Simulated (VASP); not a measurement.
A run of VASP 6.6.1 is set up as follows.

Contents of INCAR:

```
ALGO = Normal
EDIFF = 1E-6
ENCUT = 520
GGA = CA
ISIF = 2
ISMEAR = 0
LASPH = T
LCHARG = F
LREAL = F
LWAVE = F
NBANDS = 20
NELM = 100
PREC = Accurate
SIGMA = 0.02
```

KPOINTS

```
k-points
0
Gamma
  12 12 2
```

POSCAR

```
Te2Mo
1.0
    3.4145498005      0.0000000000      0.0000000000
   -1.7072749002      2.9570868697      0.0000000000
    0.0000000000      0.0000000000     17.6776393063
Te Mo
2 1
Direct
    0.3333333333      0.6666666667      0.8972869416
    0.3333333333      0.6666666667      0.1027130584
    0.0000000000      0.0000000000      0.0000000000
```

Potentials or basis: VASP PAW LDA potentials, release 64 (Te, Mo_sv).

Command:

```console
$ cat potpaw_LDA.64/Te/POTCAR potpaw_LDA.64/Mo_sv/POTCAR > POTCAR
$ mpirun -np 1 vasp_std > vasp.out
```

**Question.** Estimate the largest force.

**Answer.** 0.057 eV/Å.

**Question.** Predict the band gap on the k mesh.

**Answer.** 1.26 eV, indirect (least direct gap 1.38 eV).

Forces in eV/Å, atoms in the order of the input:
```
Te   0.000  0.000 -0.057
Te   0.000  0.000  0.057
Mo   0.000  0.000  0.000
```

Caveat: the cell differs from its parent crystal (biaxial strain in the a-b plane: -1.5 %, then relaxed in part); spin-orbit coupling is left out, which moves the levels of the heavy elements.
